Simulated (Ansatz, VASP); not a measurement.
**TaAs in VASP and in Ansatz**

File INCAR:

```
SYSTEM = TaAs
PREC     = Accurate       ! precision mode
ENCUT    = 450            ! plane-wave cutoff, eV
EDIFF    = 1E-7           ! SCF threshold, eV
ISMEAR   = 0              ! smearing method
SIGMA    = 0.02           ! smearing width, eV
LREAL    = .FALSE.        ! projectors in reciprocal space
LASPH    = .TRUE.         ! aspherical terms in the spheres
NELM     = 120            ! most SCF steps
ALGO     = Normal         ! electronic algorithm
ISIF     = 2              ! what is computed and relaxed
LWAVE    = .FALSE.        ! write WAVECAR
LCHARG   = .FALSE.        ! write CHGCAR
IBRION   = 2              ! ionic algorithm
NSW      = 80             ! ionic steps
EDIFFG   = -0.01          ! ionic threshold
GGA_COMPAT= .FALSE.      
NELMIN   = 4
```

The input KPOINTS:

```
regular mesh
0
G
  5 5 5
  0 0 0
```

Contents of POSCAR:

```
TaAs
1.0
   -1.7218130000      1.7218130000      5.8679420000
    1.7218130000     -1.7218130000      5.8679420000
    1.7218130000      1.7218130000     -5.8679420000
Ta As
2 2
Direct
    0.4737139364      0.9953006291      0.4890344564
    0.7341097304      0.7316662861     -0.0177788354
    0.1070306515      0.5919870042      0.5276451568
    0.3457568544      0.3391876455      0.0262062775
```

Input for Ansatz:

```yaml
crystal:
  lattice:
    - [-1.721813, 1.721813, 5.867942]
    - [1.721813, -1.721813, 5.867942]
    - [1.721813, 1.721813, -5.867942]
  atoms:
    - { symbol: Ta, position: [0.47371393639717474, 0.9953006290759087, 0.48903445639325005] }
    - { symbol: Ta, position: [0.7341097304117862, 0.7316662861087291, -0.017778835430113844] }
    - { symbol: As, position: [0.10703065145348888, 0.5919870041834012, 0.5276451568345534] }
    - { symbol: As, position: [0.3457568544378604, 0.33918764549384145, 0.02620627754202384] }
basis:
  ecutwfc: 470.0
kpoints:
  mp_grid:
    grid: [5, 5, 5]
hamiltonian:
  xc: lda
scf:
  occupations:
    method: gaussian
    width: 0.02
relax:
  max_displacement: 0.05
output:
  eigenvalues: true
```

Alike in both runs: task relaxation of the atoms; functional LDA; k mesh 5 × 5 × 5; occupations gaussian, width 0.02 eV; no spin polarisation.

|  | VASP | Ansatz |
| --- | --- | --- |
| version | VASP 6.6.1 | Ansatz 0.2.0 |
| potentials or method | VASP PAW LDA potentials, release 64 (Ta_pv, As), cutoff 450 eV | plane waves, PAW |
| valence electrons in the cell | 32 | 56 |

|  | VASP | Ansatz | Ansatz less VASP |
| --- | --- | --- | --- |
| gap on the k mesh at the Fermi level, each at its own relaxed structure (eV) | 0.25 | 0.26 | +0.014 |

LDA's correlation is that of Perdew and Zunger in VASP and of Perdew and Wang (1992) in Ansatz. VASP's potentials hold 32 valence electrons a cell and Ansatz's 56, so a difference there can come from the potentials and not from the codes.

The k mesh is coarse, so the values compare programs but aren't converged. Spin-orbit coupling is off throughout.
